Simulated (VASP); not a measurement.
A run of VASP 6.6.1 is set up as follows.

The input INCAR:

```
SYSTEM = H5C10Cl
PREC = Accurate ; ENCUT = 520
EDIFF = 1E-7 ; ISMEAR = 0
SIGMA = 0.05 ; LREAL = Auto
LASPH = .TRUE. ; NELM = 80
ALGO = Normal ; ISIF = 2
LWAVE = .FALSE. ; LCHARG = .TRUE.
GGA = PS ; LELF = .TRUE.
LVHAR = .TRUE. ; NBANDS = 74
```

Contents of KPOINTS:

```
regular mesh
0
G
  2 2 1
  0 0 0
```

POSCAR

```
H5C10Cl
1.0
    5.0487420000      0.0000000000      0.0000000000
    0.0000000000      5.0487420000      0.0000000000
    0.0000000000      0.0000000000     16.8355610000
H C Cl
10 20 2
Direct
    0.4277869616      0.0000000000      0.0593980801
    0.0722132365      0.0000000000      0.0593980801
    0.9277869616      0.0000000000      0.0593980801
    0.5722132365      0.0000000000      0.0593980801
    0.4277869616      0.5000000000      0.0593980801
    0.0722132365      0.5000000000      0.0593980801
    0.9277869616      0.5000000000      0.0593980801
    0.5722132365      0.5000000000      0.0593980801
    0.2499864323      0.4916860477      0.3661051746
    0.7501779651      0.3266609781      0.4389689182
    0.2500000990      0.0000000000      0.0970980415
    0.7500000990      0.0000000000      0.0970980415
    0.2500000990      0.5000000000      0.0970980415
    0.7500000990      0.5000000000      0.0970980415
    0.2500000990      0.2500000990      0.1501108279
    0.7500000990      0.2500000990      0.1501108279
    0.2500000990      0.7500000990      0.1501108279
    0.7500000990      0.7500000990      0.1501108279
    0.0041323165      0.2501474625      0.1982410922
    0.4958843213      0.2501591486      0.1982372907
    0.0000144590      0.7499375092      0.2078436828
    0.4999873236      0.7499489972      0.2078418414
    0.0019713822      0.0164102265      0.2574625223
    0.4980309947      0.0164268644      0.2574521277
    0.0025931212      0.4837369388      0.2573698613
    0.4974167822      0.4837488230      0.2573703959
    0.2499989106      0.0919866771      0.3056575305
    0.7499963357      0.1130408327      0.2969588599
    0.2499973261      0.4115553934      0.3055913610
    0.7500010894      0.3878520629      0.2965354704
    0.2501102255     -0.0312180737      0.4046488858
    0.7505592482      0.4620099423      0.5050559943
```

Potentials or basis: VASP PAW PBE potentials, release 64 (H, C, Cl).

Command:

```sh
$ cat potpaw_PBE.64/H/POTCAR potpaw_PBE.64/C/POTCAR potpaw_PBE.64/Cl/POTCAR > POTCAR
$ mpirun -np 1 vasp_std > vasp.out
```

Problem. Predict the largest force.

Solution. 8.961 eV/Å.

Problem. Estimate the band gap on the k mesh.

Solution. 0.98 eV.

Forces on the atoms (eV/Å):
```
H   -8.961 -0.058  0.033
H    8.961 -0.058  0.033
H   -8.948 -0.044  0.041
H    8.948 -0.044  0.041
H   -8.960  0.060  0.032
H    8.960  0.060  0.032
H   -8.944  0.043  0.040
H    8.944  0.043  0.040
H    0.000  0.011  0.033
H    0.000  0.028  0.046
C    0.000 -0.192  1.173
C    0.000 -0.131  1.271
C    0.000  0.186  1.173
C    0.000  0.121  1.298
C    0.001  0.007 -3.910
C    0.002 -0.061 -2.949
C    0.000  0.016  0.733
C    0.000  0.048  0.732
C   -0.016 -0.002 -0.008
C    0.013 -0.002 -0.007
C    0.000  0.002 -0.001
C    0.000  0.001 -0.001
C    0.010 -0.043  0.000
C   -0.011 -0.043  0.003
C    0.005  0.047  0.003
C   -0.007  0.046  0.003
C    0.003 -0.040  0.128
C    0.000 -0.062  0.038
C    0.001 -0.008  0.018
C    0.000  0.067  0.043
Cl  -0.001  0.027 -0.072
Cl  -0.001 -0.027 -0.040
```

Caveat: the k points lie up to 0.62 Å⁻¹ apart; there is no dipole correction, which matters where the two faces differ; the PAW data sets were made with another functional, which shifts forces and pressure a little.
